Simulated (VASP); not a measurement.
# Cu in VASP: notebook

Runs on Cu. Level: PBE. Tasks: single point, relaxation of the atoms.

Program: VASP 6.6.1. These are calculated values, not measurements. Logs are shortened: lines on timing, memory, paths and dates and some standing lists are left out, and cuts for length are marked.

## 1. The cell of the first run

The cell holds a slab with vacuum, 4 atoms: a = 2.567 Å, b = 2.567 Å, c = 22.287 Å, α = 90.00°, β = 90.00°, γ = 120.00°.

## 2. Single point, PBE

INCAR

```
SYSTEM = Cu
  ALGO = Normal
  DIPOL = 0.5 0.5 0.500
  EDIFF = 1E-6
  EFIELD = -0.1
  ENCUT = 520
  GGA = PE
  IDIPOL = 3
  ISIF = 2
  ISMEAR = -1
  LASPH = .TRUE.
  LCHARG = .TRUE.
  LDIPOL = .TRUE.
  LELF = .TRUE.
  LREAL = .FALSE.
  LVACPOTAV = .TRUE.
  LVHAR = .TRUE.
  LWAVE = .FALSE.
  NBANDS = 30
  NELM = 100
  PREC = Accurate
  SIGMA = 0.1
```

KPOINTS

```
k-points
0
G
  15 15 1
  0 0 0
```

POSCAR

```
Cu
1.0
    2.5665139637      0.0000000000      0.0000000000
   -1.2832569818      2.2226662917      0.0000000000
    0.0000000000      0.0000000000     22.2866000000
Cu
4
Direct
    0.0000000000      0.0000000000      0.3602342432
    0.3333333333      0.6666666667      0.4531632598
    0.6666666667      0.3333333333      0.5468367274
    0.0000000000      0.0000000000      0.6397657690
```

Potentials or basis: VASP PAW PBE potentials, release 64 (Cu).

The run is started by

```bash
$ cat potpaw_PBE.64/Cu/POTCAR > POTCAR
$ mpirun -np 1 vasp_std > vasp.out
```

OUTCAR:

```text
SYSTEM = Cu
   EDIFF = 1E-6
   ENCUT = 520
   GGA = PE
   ISIF = 2
   ISMEAR = -1
   LASPH = .TRUE.
   LREAL = .FALSE.
   NELM = 100
   PREC = Accurate

 ion  position               nearest neighbor table
   1  0.000  0.000  0.360-   2 2.55   2 2.55   2 2.55
   2  0.333  0.667  0.453-   1 2.55   1 2.55   1 2.55   3 2.56   3 2.56   3 2.56
   3  0.667  0.333  0.547-   4 2.55   4 2.55   4 2.55   2 2.56   2 2.56   2 2.56
   4  0.000  0.000  0.640-   3 2.55   3 2.55   3 2.55

  LATTYP: Found a hexagonal cell.
 ALAT       =     2.5665139637
 C/A-ratio  =     8.6836075374

  Lattice vectors:

 A1 = (   2.5665139637,   0.0000000000,   0.0000000000)
 A2 = (  -1.2832569818,   2.2226662917,   0.0000000000)
 A3 = (   0.0000000000,   0.0000000000,  22.2866000000)

Analysis of symmetry for initial positions (statically):
=====================================================================
 Subroutine PRICEL returns:
 Original cell was already a primitive cell.

 Routine SETGRP: Setting up the symmetry group for a
 hexagonal supercell.

 Subroutine GETGRP returns: Found 12 space group operations
 (whereof 12 operations were pure point group operations)
 out of a pool of 24 trial point group operations.

The static configuration has the point symmetry D_3d.

Analysis of symmetry for dynamics (positions and initial velocities):
=====================================================================
 An external electric field (EFIELD) may reduce the allowed symmetry operations
 Subroutine PRICEL returns:
 Original cell was already a primitive cell.

 Routine SETGRP: Setting up the symmetry group for a
 hexagonal supercell.

 Subroutine GETGRP returns: Found  6 space group operations
 (whereof  6 operations were pure point group operations)
 out of a pool of 24 trial point group operations.

The dynamic configuration has the point symmetry C_3v.

 Subroutine INISYM returns: Found  6 space group operations
 (whereof  6 operations are pure point group operations),
 and found     1 'primitive' translations

----------------------------------------------------------------------------------------

                                     Primitive cell

  volume of cell :     127.1340

  direct lattice vectors                    reciprocal lattice vectors
     2.566513964  0.000000000  0.000000000     0.389633571  0.224955047  0.000000000
    -1.283256982  2.222666292  0.000000000     0.000000000  0.449910094  0.000000000
     0.000000000  0.000000000 22.286600000     0.000000000  0.000000000  0.044870012
[... 94 lines left out ...]
   ISIF   =      2    stress and relaxation
   ISYM   =      2    0-nonsym 1-usesym 2-fastsym
   POTIM  = 0.5000    time-step for ionic-motion
   TEBEG  =    0.0;   TEEND  =   0.0 temperature during run
   PSTRESS=    0.0 pullay stress
   NELECT =      44.0000    total number of electrons
   NUPDOWN=      -1.0000    fix difference up-down
   EMIN   =  10.00;   EMAX   =-10.00  energy-range for DOS
   EFERMI =   0.00;   METHOD = LEGACY
   ISMEAR =    -1;   SIGMA  =   0.10  broadening in eV -4-tet -1-fermi 0-gaus
   EFERMI_NEDOS =   21; number of points for ismear=-14 and -15
   IALGO  =     38    algorithm
   IMIX   =      4    mixing-type and parameters
     AMIX     =   0.40;   BMIX     =  1.00
     AMIX_MAG =   1.60;   BMIX_MAG =  1.00
  volume/ion in A,a.u.               =      31.78       214.49
  Fermi-wavevector in a.u.,A,eV,Ry     =   1.149402  2.172054 17.974986  1.321124
  Thomas-Fermi vector in A             =   2.286071
   LORBIT       =      0    0 simple, 1 ext, 2 COOP (PROOUT), +10 PAW based schemes
   GGA     = PE    functional components
   LHFCALC =     F    Hartree Fock is set to
   AEXX    =    0.0000 exact exchange contribution
   IVDW    =     0    specifies the selected vdW correction
   LEPSILON=     F    determine dielectric tensor
   LRPA    =     F    only Hartree local field effects (RPA)
 non-spin polarized calculation
  energy-cutoff  :      520.00
  volume of cell :      127.13
 maximum number of plane-waves:      3450
 NGX is ok and might be reduce to    20
   NGX =  9   NGY =  9   NGZ = 83

 dipolmoment           0.000000      0.000000      0.201174 electrons x Angstroem

 number of electron      44.0000028 magnetization

 dipolmoment           0.000000      0.000000     -0.029716 electrons x Angstroem

 Free energy of the ion-electron system (eV)
  ---------------------------------------------------
  ext. energy  EPLUGINS =         0.00000000
  ---------------------------------------------------
  free energy    TOTEN  =       -14.00804712 eV

  energy without entropy =      -13.95830715  energy(sigma->0) =      -13.98317714

 E-fermi :  -0.0922     XC(G=0):  -5.5615

 val. band max:       -0.1982831570   @ k =   0.4000   0.0667   0.0000
 cond. band min:      -0.0478639602   @ k =   0.1333   0.0667   0.0000
 fundamental gap:      0.1504191969
 Fermi energy:        -0.0922304898

 k-point     1 :       0.0000    0.0000    0.0000
  band No.  band energies     occupation
      1      -8.9985      2.00000
      2      -7.6928      2.00000
      3      -6.0060      2.00000
      4      -5.2070      2.00000
      5      -3.2128      2.00000
      6      -3.1223      2.00000
[... 781 lines left out ...]
     29       8.1705      0.00000
     30       8.9906      0.00000

 [... further k-points ...]

------------------------ aborting loop because EDIFF is reached ----------------------------------------

  FORCE on cell =-STRESS in cart. coord.  units (eV):
  Direction    XX          YY          ZZ          XY          YZ          ZX
  --------------------------------------------------------------------------------------
  -------------------------------------------------------------------------------------
  Total       -0.8688567     -0.8688567      0.1017883     -0.0000000      0.0000000      0.0000000
  in kB      -10.9495690    -10.9495690      1.2827636     -0.0000000      0.0000000      0.0000000
  external PRESSURE =      -6.8721248 kB  Pullay stress =       0.0000000 kB

 VOLUME and BASIS-vectors are now :
 -----------------------------------------------------------------------------
  energy-cutoff  :      520.00
  volume of cell :      127.13
      direct lattice vectors                 reciprocal lattice vectors
     2.566513964  0.000000000  0.000000000     0.389633571  0.224955047  0.000000000
    -1.283256982  2.222666292  0.000000000     0.000000000  0.449910094  0.000000000
     0.000000000  0.000000000 22.286600000     0.000000000  0.000000000  0.044870012

 POSITION                                       TOTAL-FORCE (eV/Angst)
 -----------------------------------------------------------------------------------
      0.00000      0.00000      8.02840        -0.000000      0.000000     -0.023112
     -0.00000      1.48178     10.09947         0.000000     -0.000000     -0.000300
      1.28326      0.74089     12.18713        -0.000000      0.000000      0.003499
      0.00000      0.00000     14.25820        -0.000000      0.000000      0.019913
 -----------------------------------------------------------------------------------
    total drift:                                0.000000     -0.000000      0.000430

  FREE ENERGIE OF THE ION-ELECTRON SYSTEM (eV)
  ---------------------------------------------------
  free  energy   TOTEN  =       -14.0080471229 eV

  energy  without entropy=      -13.9583071550  energy(sigma->0) =      -13.98317714

 vacuum level on the upper side and lower side of the slab         5.060         4.215
```

It took 6 min on 1 thread of Intel Xeon 8259CL, shared host; peak memory 0.28 GiB.

What came out:

```
Free energy            : -14.0080 eV
Largest force          : 0.023 eV/Å
Band gap on the k mesh : zero (bands 22 and 23 overlap by 5.21 eV)
```

Forces on the atoms (eV/Å):
```
Cu   0.000  0.000 -0.023
Cu   0.000  0.000  0.000
Cu   0.000  0.000  0.003
Cu   0.000  0.000  0.020
```

Levels at points of the mesh, in eV from the Fermi level:
| k point | band 18 | band 19 | band 20 | band 21 | band 22 | band 23 | band 24 | band 25 | band 26 | band 27 |
| --- | --- | --- | --- | --- | --- | --- | --- | --- | --- | --- |
| (0.00, 0.00, 0.00) | -2.07 | -2.07 | -1.74 | -1.74 | -1.62 | -1.62 | -1.19 | -0.18 | 4.08 | 4.51 |

[end of part 1 of 2]
